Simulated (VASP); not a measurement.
The system is K2S.

```
CELL_PARAMETERS angstrom
0.00000 3.70276 3.70276
3.70276 0.00000 3.70276
3.70276 3.70276 0.00000
ATOMIC_POSITIONS crystal
S 0.00000 0.00000 0.00000
K 0.25000 0.25000 0.25000
K 0.75000 0.75000 0.75000
```

Base run:

* Program: VASP 6.6.1
* Functional: PBE0
* Potentials or basis: VASP PAW PBE potentials, release 64 (S, K_sv)
* Cutoff: 400 eV
* k mesh: 4 × 4 × 4
* Occupations: gaussian, width 0.01 eV
* Spin: no spin polarisation

Its results: band gap on the k mesh 4.02 eV, indirect (least direct gap 4.20 eV); pressure 0.1 GPa.

**Question.** The run is repeated on the same cell with these changes: functional from PBE0 to HSE06. What comes out?

**Answer.** Band gap on the k mesh 3.31 eV, indirect (least direct gap 3.49 eV); pressure 0.2 GPa.

Caveats: the PAW data sets were made with another functional, which shifts forces and pressure a little.

A k mesh can miss the band edges.
